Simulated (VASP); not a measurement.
# ZnSnN (P4/mmm) in VASP: a series of runs

Runs on ZnSnN. Level: PBE. Tasks: single point, relaxation of cell and atoms.

Everything below comes from runs of VASP 6.6.1. Logs are shortened: lines on timing, memory, paths and dates and some standing lists are left out, and cuts for length are marked.

## Step 1: The cell of the first run

It takes space group P4/mmm (No. 123, tetragonal). Conventional cell: a = 3.805 Å, b = 3.805 Å, c = 3.964 Å, α = 90.00°, β = 90.00°, γ = 90.00°. Within 2.7 Å of Zn (site symmetry 4/mmm) lie 2 N at 1.98 Å and 4 Sn at 2.69 Å. Sn (site symmetry 4/mmm) has 4 Zn at 2.69 Å and 8 N at 3.34 Å within 3.5 Å. Within 2.6 Å of N (site symmetry 4/mmm) lie 2 Zn at 1.98 Å.

The cell was generated, and may not be a known phase.

## Step 2: Single point, PBE

INCAR

```
SYSTEM = ZnSnN
PREC = Accurate
ENCUT = 520
EDIFF = 1E-7
ISMEAR = 0
SIGMA = 0.1
LREAL = .FALSE.
LASPH = .TRUE.
NELM = 80
ALGO = Normal
ISIF = 2
LWAVE = .FALSE.
LCHARG = .FALSE.
GGA = PE
NBANDS = 22
```

KPOINTS

```
regular mesh
0
G
  4 4 4
  0 0 0
```

POSCAR

```
ZnSnN
1.0
    3.8052097200      0.0000000000      0.0000000000
    0.0000000000      3.8052097200      0.0000000000
    0.0000000000      0.0000000000      3.9642325900
Zn Sn N
1 1 1
Direct
    0.5000000000      0.5000000000      0.5000000000
    0.0000000000      0.0000000000      0.5000000000
    0.5000000000      0.5000000000      0.0000000000
```

Potentials or basis: VASP PAW PBE potentials, release 64 (Zn, Sn_d, N).

Run with:

```bash
> cat potpaw_PBE.64/Zn/POTCAR potpaw_PBE.64/Sn_d/POTCAR potpaw_PBE.64/N/POTCAR > POTCAR
> mpirun -np 1 vasp_std > vasp.out
```

OUTCAR:

```text
SYSTEM = ZnSnN
   PREC = Accurate
   ENCUT = 520
   EDIFF = 1E-7
   ISMEAR = 0
   LREAL = .FALSE.
   LASPH = .TRUE.
   NELM = 80
   ISIF = 2
   GGA = PE

 ion  position               nearest neighbor table
   1  0.500  0.500  0.500-   3 1.98   3 1.98   2 2.69   2 2.69   2 2.69   2 2.69
   2  0.000  0.000  0.500-   1 2.69   1 2.69   1 2.69   1 2.69
   3  0.500  0.500  0.000-   1 1.98   1 1.98

  LATTYP: Found a simple tetragonal cell.
 ALAT       =     3.8052097200
 C/A-ratio  =     1.0417908293

  Lattice vectors:

 A1 = (   3.8052097200,   0.0000000000,   0.0000000000)
 A2 = (   0.0000000000,   3.8052097200,   0.0000000000)
 A3 = (   0.0000000000,   0.0000000000,   3.9642325900)

Analysis of symmetry for initial positions (statically):
=====================================================================
 Subroutine PRICEL returns:
 Original cell was already a primitive cell.

 Routine SETGRP: Setting up the symmetry group for a
 simple tetragonal supercell.

 Subroutine GETGRP returns: Found 16 space group operations
 (whereof 16 operations were pure point group operations)
 out of a pool of 16 trial point group operations.

The static configuration has the point symmetry D_4h.

Analysis of symmetry for dynamics (positions and initial velocities):
=====================================================================
 Subroutine PRICEL returns:
 Original cell was already a primitive cell.

 Routine SETGRP: Setting up the symmetry group for a
 simple tetragonal supercell.

 Subroutine GETGRP returns: Found 16 space group operations
 (whereof 16 operations were pure point group operations)
 out of a pool of 16 trial point group operations.

The dynamic configuration has the point symmetry D_4h.

 Subroutine INISYM returns: Found 16 space group operations
 (whereof 16 operations are pure point group operations),
 and found     1 'primitive' translations

----------------------------------------------------------------------------------------

                                     Primitive cell

  volume of cell :      57.4006

  direct lattice vectors                    reciprocal lattice vectors
     3.805209720  0.000000000  0.000000000     0.262797605  0.000000000  0.000000000
     0.000000000  3.805209720  0.000000000     0.000000000  0.262797605  0.000000000
     0.000000000  0.000000000  3.964232590     0.000000000  0.000000000  0.252255633

  length of vectors
     3.805209720  3.805209720  3.964232590     0.262797605  0.262797605  0.252255633

  position of ions in fractional coordinates (direct lattice)
     0.500000000  0.500000000  0.500000000
     0.000000000  0.000000000  0.500000000
     0.500000000  0.500000000  0.000000000

  ion indices of the primitive-cell ions
   primitive index   ion index
                 1           1
                 2           2
                 3           3

----------------------------------------------------------------------------------------

 KPOINTS: regular mesh

Automatic generation of k-mesh.
 Grid dimensions read from file:
 generate k-points for:    4    4    4

 Generating k-lattice:

  Cartesian coordinates                     Fractional coordinates (reciprocal lattice)
     0.065699401  0.000000000  0.000000000     0.250000000  0.000000000  0.000000000
     0.000000000  0.065699401  0.000000000     0.000000000  0.250000000  0.000000000
     0.000000000  0.000000000  0.063063908     0.000000000  0.000000000  0.250000000

  Length of vectors
     0.065699401  0.065699401  0.063063908

  Shift w.r.t. Gamma in fractional coordinates (k-lattice)
     0.000000000  0.000000000  0.000000000

 Subroutine IBZKPT returns following result:
 ===========================================

 Found     18 irreducible k-points:

 Following reciprocal coordinates:
            Coordinates               Weight
  0.000000  0.000000  0.000000      1.000000
  0.250000  0.000000  0.000000      4.000000
  0.500000  0.000000  0.000000      2.000000
  0.250000  0.250000  0.000000      4.000000
  0.500000  0.250000  0.000000      4.000000
  0.500000  0.500000  0.000000      1.000000
[... 10 lines left out ...]
  0.500000  0.250000  0.500000      4.000000
  0.500000  0.500000  0.500000      1.000000
   k-points           NKPTS =     18   k-points in BZ     NKDIM =     18   number of bands    NBANDS=     22
   number of dos      NEDOS =    301   number of ions     NIONS =      3
   total plane-waves  NPLWV =  23520
   dimension x,y,z NGX =    28 NGY =   28 NGZ =   30
   dimension x,y,z NGXF=    56 NGYF=   56 NGZF=   60
   ions per type =               1   1   1
   NGX,Y,Z   is equivalent  to a cutoff of  12.23, 12.23, 12.58 a.u.
   NGXF,Y,Z  is equivalent  to a cutoff of  24.47, 24.47, 25.16 a.u.
 SYSTEM =  ZnSnN
   PREC   = accura    normal or accurate (medium, high low for compatibility)
   ISTART =      0    job   : 0-new  1-cont  2-samecut
   ICHARG =      2    charge: 1-file 2-atom 10-const
   ISPIN  =      1    spin polarized calculation?
   LNONCOLLINEAR =      F non collinear calculations
   LSORBIT =      F    spin-orbit coupling
   LASPH  =      T    aspherical Exc in radial PAW
   ENCUT  =  520.0 eV  38.22 Ry    6.18 a.u.   7.08  7.08  7.37*2*pi/ulx,y,z
   NELM   =     80;   NELMIN=  2; NELMDL= -5     # of ELM steps
   EDIFF  = 0.1E-06   stopping-criterion for ELM
   LREAL  =      F    real-space projection
   EDIFFG = 0.1E-05   stopping-criterion for IOM
   NSW    =      0    number of steps for IOM
   IBRION =     -1    ionic relax: 0-MD 1-quasi-New 2-CG
   NFREE  =      0    steps in history (QN), initial steepest desc. (CG)
   ISIF   =      2    stress and relaxation
   ISYM   =      2    0-nonsym 1-usesym 2-fastsym
   POTIM  = 0.5000    time-step for ionic-motion
   TEBEG  =    0.0;   TEEND  =   0.0 temperature during run
   PSTRESS=    0.0 pullay stress
   NELECT =      31.0000    total number of electrons
   NUPDOWN=      -1.0000    fix difference up-down
   EMIN   =  10.00;   EMAX   =-10.00  energy-range for DOS
   EFERMI =   0.00;   METHOD = LEGACY
   ISMEAR =     0;   SIGMA  =   0.10  broadening in eV -4-tet -1-fermi 0-gaus
   EFERMI_NEDOS =   21; number of points for ismear=-14 and -15
   IALGO  =     38    algorithm
   IMIX   =      4    mixing-type and parameters
     AMIX     =   0.40;   BMIX     =  1.00
     AMIX_MAG =   1.60;   BMIX_MAG =  1.00
  volume/ion in A,a.u.               =      19.13       129.12
  Fermi-wavevector in a.u.,A,eV,Ry     =   1.333184  2.519352 24.182702  1.777378
  Thomas-Fermi vector in A             =   2.462061
   LORBIT       =      0    0 simple, 1 ext, 2 COOP (PROOUT), +10 PAW based schemes
   GGA     = PE    functional components
   LHFCALC =     F    Hartree Fock is set to
   AEXX    =    0.0000 exact exchange contribution
   IVDW    =     0    specifies the selected vdW correction
   LEPSILON=     F    determine dielectric tensor
   LRPA    =     F    only Hartree local field effects (RPA)
 non-spin polarized calculation
 Gauss-broadening in eV      SIGMA  =   0.10
  energy-cutoff  :      520.00
  volume of cell :       57.40
 maximum number of plane-waves:      1562
   NGX = 15   NGY = 15   NGZ = 15

 number of electron      31.0000010 magnetization

 Free energy of the ion-electron system (eV)
  ---------------------------------------------------
  ext. energy  EPLUGINS =         0.00000000
  ---------------------------------------------------
  free energy    TOTEN  =        -9.96199756 eV

  energy without entropy =       -9.94730302  energy(sigma->0) =       -9.95465029

 E-fermi :   4.2488     XC(G=0): -10.1071

 val. band max:        4.1651088747   @ k =   0.2500   0.0000   0.2500
 cond. band min:       4.2700174971   @ k =   0.5000   0.5000   0.2500
 fundamental gap:      0.1049086224
 Fermi energy:         4.2488283123

 k-point     1 :       0.0000    0.0000    0.0000
  band No.  band energies     occupation
      1     -17.6014      2.00000
      2     -17.5283      2.00000
      3     -17.5198      2.00000
      4     -17.5100      2.00000
      5     -17.5100      2.00000
      6      -9.5295      2.00000
[... 14 lines left out ...]
     21      12.7229      0.00000
     22      15.7617      0.00000

 k-point     2 :       0.2500    0.0000    0.0000
  band No.  band energies     occupation
      1     -17.5929      2.00000
      2     -17.5316      2.00000
      3     -17.5162      2.00000
      4     -17.5091      2.00000
      5     -17.4992      2.00000
      6      -9.3798      2.00000
[... 14 lines left out ...]
     21      12.9163      0.00000
     22      13.1480      0.00000

 k-point     3 :       0.5000    0.0000    0.0000
  band No.  band energies     occupation
      1     -17.5864      2.00000
      2     -17.5350      2.00000
      3     -17.5225      2.00000
      4     -17.5082      2.00000
      5     -17.4765      2.00000
      6      -9.2211      2.00000
[... 14 lines left out ...]
     21      11.2548      0.00000
     22      13.9837      0.00000

 k-point     4 :       0.2500    0.2500    0.0000
  band No.  band energies     occupation
      1     -17.5841      2.00000
      2     -17.5409      2.00000
      3     -17.5157      2.00000
      4     -17.5154      2.00000
      5     -17.4814      2.00000
      6      -9.2589      2.00000
[... 14 lines left out ...]
     21      13.9608      0.00000
     22      14.4878      0.00000

 k-point     5 :       0.5000    0.2500    0.0000
  band No.  band energies     occupation
      1     -17.5771      2.00000
      2     -17.5506      2.00000
      3     -17.5220      2.00000
      4     -17.5149      2.00000
      5     -17.4611      2.00000
      6      -9.1334      2.00000
[... 267 lines left out ...]
 k-point    16 :       0.2500    0.2500    0.5000
  band No.  band energies     occupation
      1     -17.5601      2.00000
      2     -17.5393      2.00000
      3     -17.5234      2.00000
      4     -17.5231      2.00000
      5     -17.4807      2.00000
      6      -8.5549      2.00000
[... 14 lines left out ...]
     21      12.8136      0.00000
     22      14.5099      0.00000

 k-point    17 :       0.5000    0.2500    0.5000
  band No.  band energies     occupation
      1     -17.5529      2.00000
      2     -17.5488      2.00000
      3     -17.5309      2.00000
      4     -17.5221      2.00000
      5     -17.4602      2.00000
      6      -8.4821      2.00000
[... 14 lines left out ...]
     21      13.3024      0.00000
     22      15.5786      0.00000

 k-point    18 :       0.5000    0.5000    0.5000
  band No.  band energies     occupation
      1     -17.5634      2.00000
      2     -17.5455      2.00000
      3     -17.5296      2.00000
      4     -17.5296      2.00000
      5     -17.4428      2.00000
      6      -8.4291      2.00000
[... 14 lines left out ...]
     21      12.8064      0.00000
     22      15.0047      0.00000

------------------------ aborting loop because EDIFF is reached ----------------------------------------

  FORCE on cell =-STRESS in cart. coord.  units (eV):
  Direction    XX          YY          ZZ          XY          YZ          ZX
  --------------------------------------------------------------------------------------
  -------------------------------------------------------------------------------------
  Total        2.6414883      2.6414883     -6.3382270      0.0000000      0.0000000     -0.0000000
  in kB       73.7297813     73.7297813   -176.9139387      0.0000000      0.0000000     -0.0000000
  external PRESSURE =      -9.8181254 kB  Pullay stress =       0.0000000 kB

 VOLUME and BASIS-vectors are now :
 -----------------------------------------------------------------------------
  energy-cutoff  :      520.00
  volume of cell :       57.40
      direct lattice vectors                 reciprocal lattice vectors
     3.805209720  0.000000000  0.000000000     0.262797605  0.000000000  0.000000000
     0.000000000  3.805209720  0.000000000     0.000000000  0.262797605  0.000000000
     0.000000000  0.000000000  3.964232590     0.000000000  0.000000000  0.252255633

 POSITION                                       TOTAL-FORCE (eV/Angst)
 -----------------------------------------------------------------------------------
      1.90260      1.90260      1.98212         0.000000      0.000000      0.000000
      0.00000      0.00000      1.98212         0.000000      0.000000      0.000000
      1.90260      1.90260      0.00000         0.000000      0.000000      0.000000
 -----------------------------------------------------------------------------------
    total drift:                                0.000000      0.000000      0.000000

  FREE ENERGIE OF THE ION-ELECTRON SYSTEM (eV)
  ---------------------------------------------------
  free  energy   TOTEN  =        -9.9619975633 eV

  energy  without entropy=       -9.9473030247  energy(sigma->0) =       -9.95465029
```

Wall time 12 s (1 thread of Intel Xeon 6975P-C (Granite Rapids), shared host); peak memory 0.17 GiB.

Results:

```
Free energy            : -9.9620 eV
Pressure               : -1.0 GPa
Band gap on the k mesh : zero (an odd number of electrons rules out a gap without spin polarisation)
```

Caveat: the k points lie up to 0.41 Å⁻¹ apart, too coarse for converged energies and pressures of a metal; spin-orbit coupling is left out, which moves the levels of the heavy elements.

## Step 3: Single point, PBE

This run uses another cell than the first one, of 20.03 Å³/atom.

INCAR

```
  ALGO = Normal
  EDIFF = 1E-6
  ENCUT = 520
  GGA = PE
  ISIF = 2
  ISMEAR = 0
  LASPH = True
  LCHARG = False
  LREAL = False
  LWAVE = False
  NBANDS = 22
  NELM = 100
  PREC = Accurate
  SIGMA = 0.1
```

KPOINTS

```
k-points
0
Gamma
  4 4 4
```

POSCAR

```
ZnSnN
1.0
    4.0796608574      0.0000000000      0.0000000000
    0.0000000000      4.0796608574      0.0000000000
    0.0000000000      0.0000000000      3.6101218372
Zn Sn N
1 1 1
Direct
    0.5000000000      0.5000000000      0.5000000000
    0.0000000000      0.0000000000      0.5000000000
    0.5000000000      0.5000000000      0.0000000000
```

Potentials or basis: VASP PAW PBE potentials, release 64 (Zn, Sn_d, N).

Run with:

```bash
> cat potpaw_PBE.64/Zn/POTCAR potpaw_PBE.64/Sn_d/POTCAR potpaw_PBE.64/N/POTCAR > POTCAR
> mpirun -np 1 vasp_std > vasp.out
```

Wall time 11 s (1 thread of Intel Xeon 6975P-C (Granite Rapids), shared host); peak memory 0.17 GiB.

It converged, with:

- Free energy: -10.4805 eV
- Pressure: 0.5 GPa
- Band gap on the k mesh: zero (an odd number of electrons rules out a gap without spin polarisation)

Stress tensor (GPa, compression positive):
```
0.31 0.00 0.00
0.00 0.31 0.00
0.00 0.00 0.93
```

Levels at points of the mesh, in eV from the Fermi level:
```
           k point  band 13  band 14  band 15  band 16  band 17  band 18
(0.00, 0.00, 0.00)    -3.86    -2.81    -2.81     2.15     2.15     2.97
(0.50, 0.00, 0.00)    -3.70    -2.14    -1.91    -1.36     1.78     3.82
(0.50, 0.50, 0.00)    -4.59    -4.59    -3.64     1.03     1.03     2.09
(0.00, 0.00, 0.50)    -2.08    -1.79    -0.84    -0.84     0.79     0.79
(0.50, 0.00, 0.50)    -5.93    -2.85    -0.75     0.92     1.67     2.90
(0.50, 0.50, 0.50)    -4.71    -2.11    -2.11    -1.46    -1.46    -1.14
```

Caveat: the k points lie up to 0.44 Å⁻¹ apart, too coarse for converged energies and pressures of a metal; spin-orbit coupling is left out, which moves the levels of the heavy elements.

(Part 1 of 2 ends here.)

The gap in the log of VASP goes by the Fermi energy; the results here count the filled bands.